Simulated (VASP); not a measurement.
Wanted: the native input for a VASP 6.6.1 run.

```yaml
Task: single point
Functional: PBE
Potentials_or_basis: VASP PAW PBE potentials, release 64 (Zr_sv, Pd_sv_GW, C)
Cutoff: 700 eV
k_mesh: 8 × 8 × 8
Occupations: gaussian, width 0.1 eV
Spin: no spin polarisation
Dipole_correction: no
Further_INCAR_settings: ALGO = Normal; EDIFF = 1e-06; NBANDS = 33
```

The structure of Zr2PdC2 lies in POSCAR:

```
Zr2PdC2
1.0
   -1.8491579364      1.8491579364      4.4858428795
    1.8491579364     -1.8491579364      4.4858428795
    1.8491579364      1.8491579364     -4.4858428795
Zr Pd C
2 1 2
Direct
    0.3711000000      0.3711000000      0.0000000000
    0.6289000000      0.6289000000      0.0000000000
    0.0000000000      0.0000000000      0.0000000000
    0.2500000000      0.7500000000      0.5000000000
    0.7500000000      0.2500000000      0.5000000000
```

The input as run:

INCAR

```
  PREC = Accurate
  ENCUT = 700
  EDIFF = 1E-6
  ISMEAR = 0
  SIGMA = 0.1
  LREAL = False
  LASPH = True
  NELM = 120
  ALGO = Normal
  ISIF = 2
  LWAVE = False
  LCHARG = True
  GGA = PE
  LELF = True
  LVHAR = True
  NBANDS = 33
  GGA_COMPAT = False
```

KPOINTS

```
regular mesh
0
Gamma
  8 8 8
```

Potentials or basis: VASP PAW PBE potentials, release 64 (Zr_sv, Pd_sv_GW, C).

Run with:

```console
$ cat potpaw_PBE.64/Zr_sv/POTCAR potpaw_PBE.64/Pd_sv_GW/POTCAR potpaw_PBE.64/C/POTCAR > POTCAR
$ mpirun -np 1 vasp_std > vasp.out
```

Results of the run:

```json
{"Pressure": "34.1 GPa", "Largest force": "5.434 eV/Å", "Band gap on the k mesh": "zero (bands 25 and 26 overlap by 1.50 eV)"}
```

Caveat: the stress differs along the axes, from 30 to 41 GPa; forces of over 1 eV/Å act on the atoms, so gaps and moduli don't describe the material at rest.

Run time: 4.6 min on 1 thread of Intel(R) Xeon(R) Platinum 8488C (Sapphire Rapids), on a shared host, peak memory 0.46 GiB.
